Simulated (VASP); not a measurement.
**C: single point with r2SCAN**

The system is C.

```
C
1.0
     0.00000    1.78574    1.78574
     1.78574    0.00000    1.78574
     1.78574    1.78574    0.00000
C
2
Direct
  0.00000 0.00000 0.00000
  0.25000 0.25000 0.25000
```

```
Program                : VASP 6.6.1
Task                   : single point
Functional             : r2SCAN
Potentials or basis    : VASP PAW PBE potentials, release 64 (C)
Cutoff                 : 660 eV
k mesh                 : 12 × 12 × 12
Occupations            : gaussian, width 0.02 eV
Spin                   : no spin polarisation
Dipole correction      : no
Further INCAR settings : ALGO = Normal; EDIFF = 1e-06; NBANDS = 11
```

| Property | Result |
| --- | --- |
| Pressure | -4.1 GPa |
| Band gap on the k mesh | 4.33 eV (least direct gap 5.83 eV) |

Levels at points of the mesh, in eV from the valence-band top:
```csv
k point,band 2,band 3,band 4,band 5,band 6,band 7
"(0.00, 0.00, 0.00)",0.00,0.00,0.00,5.82,5.82,5.82
"(0.50, 0.00, 0.00)",-14.00,-2.97,-2.97,8.86,8.86,9.07
"(0.50, 0.50, 0.00)",-13.56,-6.63,-6.63,4.99,4.99,17.81
```

Wall time 36 s on 1 thread of Intel(R) Xeon(R) Platinum 8259CL CPU @ 2.50GHz (Skylake/Cascade Lake), with other jobs on the host, peak memory 0.14 GiB.

Caveat: the cell stands under tension; the PAW data sets were made with another functional, which shifts forces and pressure a little. A k mesh can miss the band edges.
